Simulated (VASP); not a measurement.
# Ir (Fm-3m) in VASP: further runs

The runs below take Ir through relaxation of cell and atoms, single point, with revPBE.

All numbers are computed with VASP 6.6.1; they aren't measurements. Logs are shortened: lines on timing, memory, paths and dates and some standing lists are left out, and cuts for length are marked.

**1. The cell of the first run**

The structure is cubic, space group Fm-3m (No. 225). The conventional cell has a = 3.839 Å, b = 3.839 Å, c = 3.839 Å, α = 90.00°, β = 90.00°, γ = 90.00°. Ir (site symmetry m-3m) has 12 Ir at 2.71 Å within 3.6 Å.

**2. Relaxation of cell and atoms, revPBE, collinear spin, ferromagnetic start**

Contents of INCAR:

```
  PREC = Accurate
  ENCUT = 600
  EDIFF = 1E-7
  ISMEAR = -1
  SIGMA = 0.05
  LREAL = False
  LASPH = True
  NELM = 150
  ALGO = Normal
  ISIF = 3
  LWAVE = False
  LCHARG = False
  ISPIN = 2
  MAGMOM = 1
  LORBIT = 11
  LMAXMIX = 4
  GGA = RE
  IBRION = 2
  NSW = 80
  EDIFFG = -0.01
```

Contents of KPOINTS:

```
regular mesh
0
Gamma
  14 14 14
```

Contents of POSCAR:

```
Ir
1.0
    0.0000000000      1.9197000000      1.9197000000
    1.9197000000      0.0000000000      1.9197000000
    1.9197000000      1.9197000000      0.0000000000
Ir
1
Direct
    0.0000000000      0.0000000000      0.0000000000
```

Potentials or basis: VASP PAW PBE potentials, release 64 (Ir).

Launch:

```
$ cat potpaw_PBE.64/Ir/POTCAR > POTCAR
$ mpirun -np 1 vasp_std > vasp.out
```

OUTCAR:

```text
PREC = Accurate
   ENCUT = 600
   EDIFF = 1E-7
   ISMEAR = -1
   LREAL = False
   LASPH = True
   NELM = 150
   ISIF = 3
   ISPIN = 2
   LORBIT = 11
   GGA = RE
   IBRION = 2
   NSW = 80
   EDIFFG = -0.01

 ion  position               nearest neighbor table
   1  0.000  0.000  0.000-

  LATTYP: Found a face centered cubic cell.
 ALAT       =     3.8394000000

  Lattice vectors:

 A1 = (   0.0000000000,   1.9197000000,   1.9197000000)
 A2 = (   1.9197000000,   0.0000000000,   1.9197000000)
 A3 = (   1.9197000000,   1.9197000000,   0.0000000000)

Analysis of symmetry for initial positions (statically):
=====================================================================
 Subroutine PRICEL returns:
 Original cell was already a primitive cell.

 Routine SETGRP: Setting up the symmetry group for a
 face centered cubic supercell.

 Subroutine GETGRP returns: Found 48 space group operations
 (whereof 48 operations were pure point group operations)
 out of a pool of 48 trial point group operations.

The static configuration has the point symmetry O_h .

Analysis of symmetry for dynamics (positions and initial velocities):
=====================================================================
 Subroutine PRICEL returns:
 Original cell was already a primitive cell.

 Routine SETGRP: Setting up the symmetry group for a
 face centered cubic supercell.

 Subroutine GETGRP returns: Found 48 space group operations
 (whereof 48 operations were pure point group operations)
 out of a pool of 48 trial point group operations.

The dynamic configuration has the point symmetry O_h .

Analysis of structural, dynamic, and magnetic symmetry:
=====================================================================
 Subroutine PRICEL returns:
 Original cell was already a primitive cell.

 Routine SETGRP: Setting up the symmetry group for a
 face centered cubic supercell.

 Subroutine GETGRP returns: Found 48 space group operations
 (whereof 48 operations were pure point group operations)
 out of a pool of 48 trial point group operations.

The overall configuration has the point symmetry O_h .

 Subroutine INISYM returns: Found 48 space group operations
 (whereof 48 operations are pure point group operations),
 and found     1 'primitive' translations

----------------------------------------------------------------------------------------

                                     Primitive cell

  volume of cell :      14.1491

  direct lattice vectors                    reciprocal lattice vectors
     0.000000000  1.919700000  1.919700000    -0.260457363  0.260457363  0.260457363
     1.919700000  0.000000000  1.919700000     0.260457363 -0.260457363  0.260457363
     1.919700000  1.919700000  0.000000000     0.260457363  0.260457363 -0.260457363

  length of vectors
     2.714865776  2.714865776  2.714865776     0.451125386  0.451125386  0.451125386

  position of ions in fractional coordinates (direct lattice)
     0.000000000  0.000000000  0.000000000

  ion indices of the primitive-cell ions
   primitive index   ion index
                 1           1

----------------------------------------------------------------------------------------

 KPOINTS: regular mesh

Automatic generation of k-mesh.
 Grid dimensions read from file:
 generate k-points for:   14   14   14

 Generating k-lattice:

  Cartesian coordinates                     Fractional coordinates (reciprocal lattice)
    -0.018604097  0.018604097  0.018604097     0.071428571  0.000000000  0.000000000
     0.018604097 -0.018604097  0.018604097     0.000000000  0.071428571  0.000000000
     0.018604097  0.018604097 -0.018604097     0.000000000  0.000000000  0.071428571

  Length of vectors
     0.032223242  0.032223242  0.032223242

  Shift w.r.t. Gamma in fractional coordinates (k-lattice)
     0.000000000  0.000000000  0.000000000

 Subroutine IBZKPT returns following result:
 ===========================================

 Found    104 irreducible k-points:

 Following reciprocal coordinates:
            Coordinates               Weight
  0.000000  0.000000  0.000000      1.000000
  0.071429  0.000000  0.000000      8.000000
  0.142857  0.000000  0.000000      8.000000
  0.214286  0.000000  0.000000      8.000000
  0.285714  0.000000  0.000000      8.000000
  0.357143  0.000000  0.000000      8.000000
[... 16 lines left out ...]
  0.214286  0.142857  0.000000     24.000000
  0.285714  0.142857  0.000000     24.000000
 [... further k-points ...]
   k-points           NKPTS =    104   k-points in BZ     NKDIM =    104   number of bands    NBANDS=      9
   number of dos      NEDOS =    301   number of ions     NIONS =      1
   total plane-waves  NPLWV =  13824
   dimension x,y,z NGX =    24 NGY =   24 NGZ =   24
   dimension x,y,z NGXF=    48 NGYF=   48 NGZF=   48
   ions per type =               1
   NGX,Y,Z   is equivalent  to a cutoff of  14.70, 14.70, 14.70 a.u.
   NGXF,Y,Z  is equivalent  to a cutoff of  29.39, 29.39, 29.39 a.u.
 SYSTEM =  unknown system
   PREC   = accura    normal or accurate (medium, high low for compatibility)
   ISTART =      0    job   : 0-new  1-cont  2-samecut
   ICHARG =      2    charge: 1-file 2-atom 10-const
   ISPIN  =      2    spin polarized calculation?
   LNONCOLLINEAR =      F non collinear calculations
   LSORBIT =      F    spin-orbit coupling
   LASPH  =      T    aspherical Exc in radial PAW
   ENCUT  =  600.0 eV  44.10 Ry    6.64 a.u.   5.42  5.42  5.42*2*pi/ulx,y,z
   NELM   =    150;   NELMIN=  2; NELMDL= -5     # of ELM steps
   EDIFF  = 0.1E-06   stopping-criterion for ELM
   LREAL  =      F    real-space projection
   EDIFFG = -.1E-01   stopping-criterion for IOM
   NSW    =     80    number of steps for IOM
   IBRION =      2    ionic relax: 0-MD 1-quasi-New 2-CG
   NFREE  =      1    steps in history (QN), initial steepest desc. (CG)
   ISIF   =      3    stress and relaxation
   ISYM   =      2    0-nonsym 1-usesym 2-fastsym
   POTIM  = 0.5000    time-step for ionic-motion
   TEBEG  =    0.0;   TEEND  =   0.0 temperature during run
   PSTRESS=    0.0 pullay stress
   NELECT =       9.0000    total number of electrons
   NUPDOWN=      -1.0000    fix difference up-down
   EMIN   =  10.00;   EMAX   =-10.00  energy-range for DOS
   EFERMI =   0.00;   METHOD = LEGACY
   ISMEAR =    -1;   SIGMA  =   0.05  broadening in eV -4-tet -1-fermi 0-gaus
   EFERMI_NEDOS =   21; number of points for ismear=-14 and -15
   IALGO  =     38    algorithm
   IMIX   =      4    mixing-type and parameters
     AMIX     =   0.40;   BMIX     =  1.00
     AMIX_MAG =   1.60;   BMIX_MAG =  1.00
  volume/ion in A,a.u.               =      14.15        95.48
  Fermi-wavevector in a.u.,A,eV,Ry     =   1.407923  2.660589 26.970118  1.982248
  Thomas-Fermi vector in A             =   2.530133
   LORBIT       =     11    0 simple, 1 ext, 2 COOP (PROOUT), +10 PAW based schemes
   GGA     = RE    functional components
   LHFCALC =     F    Hartree Fock is set to
   AEXX    =    0.0000 exact exchange contribution
   IVDW    =     0    specifies the selected vdW correction
   LEPSILON=     F    determine dielectric tensor
   LRPA    =     F    only Hartree local field effects (RPA)
 conjugate gradient relaxation of ions
 spin polarized calculation
  energy-cutoff  :      600.00
  volume of cell :       14.15
 maximum number of plane-waves:       495
 NGX is ok and might be reduce to    24
   NGX = 11   NGY = 11   NGZ = 11

--------------------------------------- Ionic step        1  -------------------------------------------

 number of electron       9.0000000 magnetization      -0.0004673

 number of electron       9.0000000 magnetization       0.0000219

 Free energy of the ion-electron system (eV)
  ---------------------------------------------------
  ext. energy  EPLUGINS =         0.00000000
  ---------------------------------------------------
  free energy    TOTEN  =        -8.29583132 eV

  energy without entropy =       -8.28444548  energy(sigma->0) =       -8.29013840

 E-fermi :  10.3538     XC(G=0): -13.9604

 val. band max:       10.3532480575   @ k =  -0.4286   0.4286   0.0714
 cond. band min:      10.3564222633   @ k =   0.4286   0.3571   0.0714
 fundamental gap:      0.0031742058
 Fermi energy:        10.3537619231

 spin component 1

 k-point     1 :       0.0000    0.0000    0.0000
  band No.  band energies     occupation
      1      -0.6448      1.00000
      2       6.5762      1.00000
      3       6.5762      1.00000
      4       6.5762      1.00000
      5       9.2565      1.00000
      6       9.2565      1.00000
      7      24.7608      0.00000
      8      30.3605      0.00000
      9      30.3605      0.00000

 k-point     2 :       0.0714    0.0000    0.0000
  band No.  band energies     occupation
      1      -0.4188      1.00000
      2       6.4568      1.00000
      3       6.6735      1.00000
      4       6.6735      1.00000
      5       9.1948      1.00000
      6       9.1948      1.00000
      7      25.1499      0.00000
      8      29.2275      0.00000
      9      30.7328      0.00000

 k-point     3 :       0.1429    0.0000    0.0000
  band No.  band energies     occupation
      1       0.2192      1.00000
      2       6.1845      1.00000
      3       6.8992      1.00000
      4       6.8992      1.00000
      5       9.0985      1.00000
      6       9.0985      1.00000
      7      26.1328      0.00000
      8      27.2852      0.00000
      9      31.7929      0.00000
[... 631 lines left out ...]
 VOLUME and BASIS-vectors are now :
 -----------------------------------------------------------------------------
  energy-cutoff  :      600.00
  volume of cell :       14.68
      direct lattice vectors                 reciprocal lattice vectors
     0.000000000  1.943492445  1.943492445    -0.257268816  0.257268816  0.257268816
     1.943492445  0.000000000  1.943492445     0.257268816 -0.257268816  0.257268816
     1.943492445  1.943492445  0.000000000     0.257268816  0.257268816 -0.257268816

 POSITION                                       TOTAL-FORCE (eV/Angst)
 -----------------------------------------------------------------------------------
      0.00000      0.00000      0.00000        -0.000000     -0.000000     -0.000000
 -----------------------------------------------------------------------------------
    total drift:                               -0.000000     -0.000000     -0.000000

  FREE ENERGIE OF THE ION-ELECTRON SYSTEM (eV)
  ---------------------------------------------------
  free  energy   TOTEN  =        -8.3152303814 eV

  energy  without entropy=       -8.3034591064  energy(sigma->0) =       -8.30934474

--------------------------------------- Ionic step        4  -------------------------------------------

 number of electron       9.0000000 magnetization       0.0000013

 number of electron       9.0000000 magnetization      -0.0000013

 Free energy of the ion-electron system (eV)
  ---------------------------------------------------
  ext. energy  EPLUGINS =         0.00000000
  ---------------------------------------------------
  free energy    TOTEN  =        -8.31529423 eV

  energy without entropy =       -8.30354196  energy(sigma->0) =       -8.30941810

 E-fermi :   9.7603     XC(G=0): -13.7498

 val. band max:        9.7584836714   @ k =  -0.4286   0.4286   0.0714
 cond. band min:       9.7603849910   @ k =   0.4286   0.3571   0.0714
 fundamental gap:      0.0019013196
 Fermi energy:         9.7602911948

 spin component 1

 k-point     1 :       0.0000    0.0000    0.0000
  band No.  band energies     occupation
      1      -0.8684      1.00000
      2       6.1805      1.00000
      3       6.1805      1.00000
      4       6.1805      1.00000
      5       8.7136      1.00000
      6       8.7136      1.00000
      7      24.2271      0.00000
      8      29.6189      0.00000
      9      29.6189      0.00000

 k-point     2 :       0.0714    0.0000    0.0000
  band No.  band energies     occupation
      1      -0.6505      1.00000
      2       6.0683      1.00000
      3       6.2729      1.00000
      4       6.2729      1.00000
      5       8.6566      1.00000
      6       8.6566      1.00000
      7      24.5947      0.00000
      8      28.5013      0.00000
      9      29.9711      0.00000

 k-point     3 :       0.1429    0.0000    0.0000
  band No.  band energies     occupation
      1      -0.0340      1.00000
      2       5.8112      1.00000
      3       6.4877      1.00000
      4       6.4877      1.00000
      5       8.5686      1.00000
      6       8.5686      1.00000
      7      25.5262      0.00000
      8      26.5550      0.00000
      9      30.9719      0.00000
[... 557 lines left out ...]
 VOLUME and BASIS-vectors are now :
 -----------------------------------------------------------------------------
  energy-cutoff  :      600.00
  volume of cell :       14.65
      direct lattice vectors                 reciprocal lattice vectors
     0.000000000  1.942309622  1.942309622    -0.257425487  0.257425487  0.257425487
     1.942309622  0.000000000  1.942309622     0.257425487 -0.257425487  0.257425487
     1.942309622  1.942309622  0.000000000     0.257425487  0.257425487 -0.257425487

 POSITION                                       TOTAL-FORCE (eV/Angst)
 -----------------------------------------------------------------------------------
      0.00000      0.00000      0.00000        -0.000000     -0.000000     -0.000000
 -----------------------------------------------------------------------------------
    total drift:                                0.000000     -0.000000     -0.000000

  FREE ENERGIE OF THE ION-ELECTRON SYSTEM (eV)
  ---------------------------------------------------
  free  energy   TOTEN  =        -8.3152942306 eV

  energy  without entropy=       -8.3035419641  energy(sigma->0) =       -8.30941810

 reached required accuracy - stopping structural energy minimisation

 total charge

# of ion       s       p       d       tot
------------------------------------------
    1        0.656   0.695   6.932   8.283

 magnetization (x)

# of ion       s       p       d       tot
------------------------------------------
    1        0.000   0.000   0.000   0.000
```

Run time: 1.9 min. Hardware: 1 thread of AMD EPYC 9R45 (Zen 5), shared host; peak memory 0.15 GiB.

What came out:

* Free energy: -8.3153 eV
* Relaxed volume: 14.65 Å³/atom
* Relaxed cell: a = 2.747 Å, b = 2.747 Å, c = 2.747 Å, α = 60.00°, β = 60.00°, γ = 60.00°
* Space group after relaxing (to 0.05 Å): Fm-3m (No. 225)
* Energy gained by relaxing: 19.5 meV/atom
* Ionic steps: 4
* Pressure after relaxing: -0.1 GPa
* Net moment: 0.00 μB per cell
* Valence electrons inside the program's atomic spheres: Ir 8.28

The path:
| step | energy change (eV) | largest force (eV/Å) | pressure (GPa) | volume (Å³) |
| --- | --- | --- | --- | --- |
| 1 | 0.0000 | 0.0000 | 12.88 | 14.15 |
| 2 | 0.1922 | 0.0000 | -30.37 | 16.61 |
| 3 | -0.0194 | 0.0000 | -0.65 | 14.68 |
| 4 | -0.0195 | 0.0000 | -0.06 | 14.65 |

Final structure:
```xyz
1
Lattice="0.0000 1.9423 1.9423 1.9423 0.0000 1.9423 1.9423 1.9423 0.0000" Properties=species:S:1:pos:R:3 pbc="T T T"
Ir    0.0000    0.0000    0.0000
```

Levels at points of the mesh, in eV from the Fermi level:
Spin up:
| k point | band 1 | band 2 | band 3 | band 4 | band 5 | band 6 | band 7 | band 8 |
| --- | --- | --- | --- | --- | --- | --- | --- | --- |
| (0.00, 0.00, 0.00) | -10.63 | -3.58 | -3.58 | -3.58 | -1.05 | -1.05 | 14.47 | 19.86 |
| (0.50, 0.00, 0.00) | -7.63 | -3.68 | -3.68 | -0.56 | 0.93 | 0.93 | 7.02 | 14.01 |
| (0.50, 0.50, 0.00) | -7.41 | -6.86 | 0.89 | 1.47 | 1.47 | 1.81 | 10.16 | 11.65 |
Spin down:
| k point | band 1 | band 2 | band 3 | band 4 | band 5 | band 6 | band 7 | band 8 | band 9 |
| --- | --- | --- | --- | --- | --- | --- | --- | --- | --- |
| (0.00, 0.00, 0.00) | -10.63 | -3.58 | -3.58 | -3.58 | -1.05 | -1.05 | 14.47 | 19.86 | 19.86 |
| (0.50, 0.00, 0.00) | -7.63 | -3.68 | -3.68 | -0.56 | 0.93 | 0.93 | 7.02 | 14.01 | 19.59 |
| (0.50, 0.50, 0.00) | -7.41 | -6.86 | 0.89 | 1.47 | 1.47 | 1.81 | 10.16 | 11.65 | 11.65 |

Caveat: the PAW data sets were made with another functional, which shifts forces and pressure a little; spin-orbit coupling is left out, which moves the levels of the heavy elements. revPBE gives volumes clearly too large for solids.

**3. Single point, revPBE, collinear spin, ferromagnetic start (volume scaled by 0.88)**

Contents of INCAR:

```
SYSTEM = Ir
PREC = Accurate ; ENCUT = 520
EDIFF = 1E-6 ; ISMEAR = -1
SIGMA = 0.05 ; LREAL = .False.
LASPH = .True. ; NELM = 150
ALGO = Normal ; ISIF = 2
LWAVE = .False. ; LCHARG = .False.
ISPIN = 2 ; MAGMOM = 1
LORBIT = 11 ; LMAXMIX = 4
GGA = RE ; NBANDS = 14
```

Contents of KPOINTS:

```
regular mesh
0
Gamma
  23 23 23
  0 0 0
```

Contents of POSCAR:

```
Ir
1.0
    0.0000000000      1.8603707107      1.8603707107
    1.8603707107      0.0000000000      1.8603707107
    1.8603707107      1.8603707107      0.0000000000
Ir
1
Direct
    0.0000000000      0.0000000000      0.0000000000
```

Potentials or basis: VASP PAW PBE potentials, release 64 (Ir).

Launch:

```
$ cat potpaw_PBE.64/Ir/POTCAR > POTCAR
$ mpirun -np 1 vasp_std > vasp.out
```

OUTCAR:

```text
SYSTEM = Ir
   PREC = Accurate
   ENCUT = 520
   EDIFF = 1E-6
   ISMEAR = -1
   LREAL = .False.
   LASPH = .True.
   NELM = 150
   ISIF = 2
   ISPIN = 2
   LORBIT = 11
   GGA = RE

 ion  position               nearest neighbor table
   1  0.000  0.000  0.000-

  LATTYP: Found a face centered cubic cell.
 ALAT       =     3.7207414214

  Lattice vectors:

 A1 = (   0.0000000000,   1.8603707107,   1.8603707107)
 A2 = (   1.8603707107,   0.0000000000,   1.8603707107)
[... 1025 lines left out ...]
  -------------------------------------------------------------------------------------
  Total        4.8322347      4.8322347      4.8322347      0.0000000      0.0000000      0.0000000
  in kB      601.2154373    601.2154373    601.2154373      0.0000000      0.0000000      0.0000000
  external PRESSURE =     601.2154373 kB  Pullay stress =       0.0000000 kB

 VOLUME and BASIS-vectors are now :
 -----------------------------------------------------------------------------
  energy-cutoff  :      520.00
  volume of cell :       12.88
      direct lattice vectors                 reciprocal lattice vectors
     0.000000000  1.860370711  1.860370711    -0.268763638  0.268763638  0.268763638
     1.860370711  0.000000000  1.860370711     0.268763638 -0.268763638  0.268763638
     1.860370711  1.860370711  0.000000000     0.268763638  0.268763638 -0.268763638

 POSITION                                       TOTAL-FORCE (eV/Angst)
 -----------------------------------------------------------------------------------
      0.00000      0.00000      0.00000        -0.000000     -0.000000      0.000000
 -----------------------------------------------------------------------------------
    total drift:                               -0.000000     -0.000000     -0.000000

  FREE ENERGIE OF THE ION-ELECTRON SYSTEM (eV)
  ---------------------------------------------------
  free  energy   TOTEN  =        -8.0343178613 eV

  energy  without entropy=       -8.0289045410  energy(sigma->0) =       -8.03161120

 total charge

# of ion       s       p       d       tot
------------------------------------------
    1        0.736   0.883   7.143   8.762

 magnetization (x)

# of ion       s       p       d       tot
------------------------------------------
    1       -0.000   0.000  -0.000  -0.000
```

Wall time 2.1 min (1 thread of AMD EPYC 9R45 (Zen 5), shared host); peak memory 0.18 GiB.

Results:

| Property | Result |
| --- | --- |
| Free energy | -8.0343 eV |
| Pressure | 60.1 GPa |
| Net moment | 0.00 μB per cell |
| Valence electrons inside the program's atomic spheres | Ir 8.76 |

Caveat: the cell differs from its parent crystal (volume scaled by 0.88); the PAW data sets were made with another functional, which shifts forces and pressure a little; spin-orbit coupling is left out, which moves the levels of the heavy elements.

(Part 1 of 2 ends here.)
